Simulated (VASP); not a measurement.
Input of a VASP 6.6.1 run:

The input INCAR:

```
  PREC = Accurate
  ENCUT = 520
  EDIFF = 1E-7
  ISMEAR = -1
  SIGMA = 0.08
  LREAL = False
  LASPH = True
  NELM = 80
  ALGO = Normal
  ISIF = 2
  LWAVE = False
  LCHARG = False
  GGA = PE
  NBANDS = 13
```

File KPOINTS:

```
Automatic mesh
0
Gamma
  14 14 8
```

Contents of POSCAR:

```
Se
1.0
    3.3703318823      0.0000000000      0.0000000000
   -1.6851659412      2.9187930292      0.0000000000
    0.0000000000      0.0000000000      3.8105209313
Se
2
Direct
    0.3333333333      0.6666666667      0.2500000000
    0.6666666667      0.3333333333      0.7500000000
```

Potentials or basis: VASP PAW PBE potentials, release 64 (Se).

Command:

```sh
$ cat potpaw_PBE.64/Se/POTCAR > POTCAR
$ mpirun -np 1 vasp_std > vasp.out
```

Q: Estimate the pressure.

A: 14.1 GPa.

Q: What does it give for the band gap on the k mesh?

A: Zero (band 6 reaches 8.10 eV, above the bottom of band 7 at 5.09 eV).
